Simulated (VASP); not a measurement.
# Cl (P6/mmm) in VASP: a series of runs, part 2 of 2

VASP 6.6.1.

## 4. Relaxation of cell and atoms, PBE

INCAR

```
  PREC = Accurate
  ENCUT = 600
  EDIFF = 1E-6
  ISMEAR = 0
  SIGMA = 0.1
  LREAL = F
  LASPH = T
  NELM = 100
  ALGO = Normal
  ISIF = 3
  LWAVE = F
  LCHARG = F
  GGA = PE
  IBRION = 2
  NSW = 90
  EDIFFG = -0.04
```

KPOINTS

```
regular mesh
0
Gamma
  6 6 4
```

POSCAR

```
Cl
1.0
    4.0372900900      0.0000000000      0.0000000000
   -2.0186450500      3.4963957800      0.0000000000
    0.0000000000      0.0000000000      4.6181674300
Cl
2
Direct
    0.0000000000      0.0000000000      0.8113027500
    0.0000000000      0.0000000000      0.1886972500
```

Potentials or basis: VASP PAW PBE potentials, release 64 (Cl).

Command:

```bash
$ cat potpaw_PBE.64/Cl/POTCAR > POTCAR
$ mpirun -np 1 vasp_std > vasp.out
```

OUTCAR:

```text
PREC = Accurate
   ENCUT = 600
   EDIFF = 1E-6
   ISMEAR = 0
   LREAL = F
   LASPH = T
   NELM = 100
   ISIF = 3
   GGA = PE
   IBRION = 2
   NSW = 90
   EDIFFG = -0.04

 ion  position               nearest neighbor table
   1  0.000  0.000  0.811-   2 1.74
   2  0.000  0.000  0.189-   1 1.74

  LATTYP: Found a hexagonal cell.
 ALAT       =     4.0372900900
 C/A-ratio  =     1.1438780288

  Lattice vectors:

 A1 = (   4.0372900900,   0.0000000000,   0.0000000000)
 A2 = (  -2.0186450500,   3.4963957800,   0.0000000000)
 A3 = (   0.0000000000,   0.0000000000,   4.6181674300)

Analysis of symmetry for initial positions (statically):
=====================================================================
 Subroutine PRICEL returns:
[... 574 lines left out ...]

[... ionic steps 4 to 16 ...]

--------------------------------------- Ionic step       17  -------------------------------------------

 number of electron      14.0000004 magnetization

------------------------ aborting loop because EDIFF is reached ----------------------------------------
[... 67 lines left out ...]
--------------------------------------- Ionic step       19  -------------------------------------------

 number of electron      13.9999994 magnetization

 Free energy of the ion-electron system (eV)
  ---------------------------------------------------
  ext. energy  EPLUGINS =         0.00000000
  ---------------------------------------------------
  free energy    TOTEN  =        -3.60178723 eV

  energy without entropy =       -3.60178723  energy(sigma->0) =       -3.60178723

 E-fermi :  -2.3770     XC(G=0):  -5.9069

 val. band max:       -2.8620635089   @ k =   0.0000   0.0000   0.0000
 cond. band min:      -0.8777676798   @ k =   0.0000   0.0000   0.5000
 fundamental gap:      1.9842958291
 Fermi energy:        -2.3769870139

 k-point     1 :       0.0000    0.0000    0.0000
  band No.  band energies     occupation
      1     -19.4839      2.00000
      2     -15.1598      2.00000
      3      -8.1684      2.00000
      4      -5.5607      2.00000
      5      -5.5607      2.00000
      6      -2.8621      2.00000
      7      -2.8621      2.00000
      8       0.4856      0.00000
      9       2.8843      0.00000
     10       5.4676      0.00000
     11       7.2660      0.00000
[... 307 lines left out ...]
  FREE ENERGIE OF THE ION-ELECTRON SYSTEM (eV)
  ---------------------------------------------------
  free  energy   TOTEN  =        -3.6017872301 eV

  energy  without entropy=       -3.6017872301  energy(sigma->0) =       -3.60178723

 reached required accuracy - stopping structural energy minimisation
```

CONTCAR:

```text
Cl
   1.00000000000000
     4.2685345082064217   -0.0000000003441585    0.0000000000000000
    -2.1342672596876469    3.6966593207538607    0.0000000000000000
     0.0000000000000000   -0.0000000000000000    5.7185549575145114
  Cl
     2
Direct
     0.0000000000000000    0.0000000000000000    0.8259379725471359
     0.0000000000000000    0.0000000000000000    0.1740620274528641

  0.00000000E+00  0.00000000E+00  0.00000000E+00
  0.00000000E+00  0.00000000E+00  0.00000000E+00
```

Run time: 2.8 min. Hardware: 1 thread of Intel Xeon Platinum 8259CL at 2.50GHz (Skylake/Cascade Lake), shared host; peak memory 0.19 GiB.

What came out:

| Property | Result |
| --- | --- |
| Free energy | -3.6018 eV |
| Relaxed volume | 45.12 Å³/atom |
| Relaxed cell | a = 4.269 Å, b = 4.269 Å, c = 5.719 Å, α = 90.00°, β = 90.00°, γ = 120.00° |
| Space group after relaxing (to 0.1 Å) | P6/mmm (No. 191) |
| Energy gained by relaxing | 505.7 meV/atom |
| Ionic steps | 19 |
| Pressure after relaxing | 0.1 GPa |
| Largest force after relaxing | 0.005 eV/Å |
| Band gap on the k mesh | 1.98 eV (least direct gap 2.08 eV) |

Forces on the atoms (eV/Å):
```
Cl   0.000  0.000 -0.005
Cl   0.000  0.000  0.005
```

The path:
| step | energy change (eV) | largest force (eV/Å) | pressure (GPa) | volume (Å³) |
| --- | --- | --- | --- | --- |
| 1 | 0.0000 | 8.4180 | 13.92 | 65.19 |
| 2 | 0.9565 | 1.1929 | -3.87 | 92.17 |
| 3 | 0.8673 | 1.0217 | -4.18 | 89.52 |
| 4 | 0.7349 | 0.7462 | -4.55 | 86.71 |
| 5 | -0.1770 | 0.4403 | -5.00 | 75.91 |
| 6 | -0.6334 | 1.2622 | -2.66 | 70.54 |
| 7 | -0.8469 | 1.2347 | -0.01 | 67.86 |
| 8 | -0.8546 | 0.0083 | 2.33 | 66.53 |
| 9 | -0.8642 | 0.6319 | 1.16 | 67.14 |
| 10 | -0.8643 | 0.5790 | 1.26 | 67.09 |
| 11 | -0.9089 | 0.5949 | 0.60 | 69.30 |
| 12 | -0.9579 | 0.6401 | -0.16 | 73.76 |
| 13 | -0.9939 | 0.6105 | -0.56 | 83.03 |
| 14 | -0.9568 | 1.5356 | 2.04 | 84.32 |
| 15 | -1.0054 | 0.0179 | 0.24 | 83.48 |
| 16 | -1.0054 | 0.0063 | 0.21 | 83.47 |
| 17 | -1.0062 | 0.0026 | 0.20 | 84.13 |
| 18 | -1.0084 | 0.0012 | 0.15 | 86.13 |
| 19 | -1.0114 | 0.0053 | 0.08 | 90.23 |

Final structure:
```
CELL_PARAMETERS angstrom
4.26853 0.00000 0.00000
-2.13427 3.69666 0.00000
0.00000 0.00000 5.71855
ATOMIC_POSITIONS crystal
Cl 0.00000 0.00000 0.82594
Cl 0.00000 0.00000 0.17406
```

Caveat: the volume moved by over 15 % at a fixed basis, so the end points are rough; this functional lacks dispersion, which holds the molecules together, so the pressure and a relaxed volume are unreliable; this functional lacks dispersion, which binds layers or chains, so the pressure and a relaxed spacing across them are unreliable. A k mesh can miss the band edges.

## 5. The runs side by side

```tsv
task	cell	cutoff (eV)	gap on the mesh (eV)	pressure (GPa)	largest force (eV/Å)
single point	a = 4.037, b = 4.037, c = 4.618 Å, angles 90.0, 90.0, 120.0°, 2 atoms, atomic positions A	520	2.56	13.9	8.42
single point	a = 4.393, b = 4.393, c = 5.597 Å, angles 90.0, 90.0, 120.0°, 2 atoms, atomic positions B	520	1.91	-0.2	0.22
relaxation of cell and atoms	relaxed from a = 4.037, b = 4.037, c = 4.618 Å, angles 90.0, 90.0, 120.0°, 2 atoms, atomic positions A	600	1.98	0.1	0.01
```

Alike in all rows: level PBE; potentials or basis VASP PAW PBE potentials, release 64 (Cl); no spin polarisation; k mesh 6 × 6 × 4; smearing gaussian 0.1 eV.

Caveats: this functional lacks dispersion, which holds the molecules together, so the pressure and a relaxed volume are unreliable; this functional lacks dispersion, which binds layers or chains, so the pressure and a relaxed spacing across them are unreliable; the stress differs along the axes, from 0 to 41 GPa (at least some runs); forces of over 1 eV/Å act on the atoms, so gaps and moduli don't describe the material at rest (at least some runs); the volume moved by over 15 % at a fixed basis, so the end points are rough (at least some runs).

Total energies depend on the potentials used, so only differences within one code and one set of settings carry meaning.
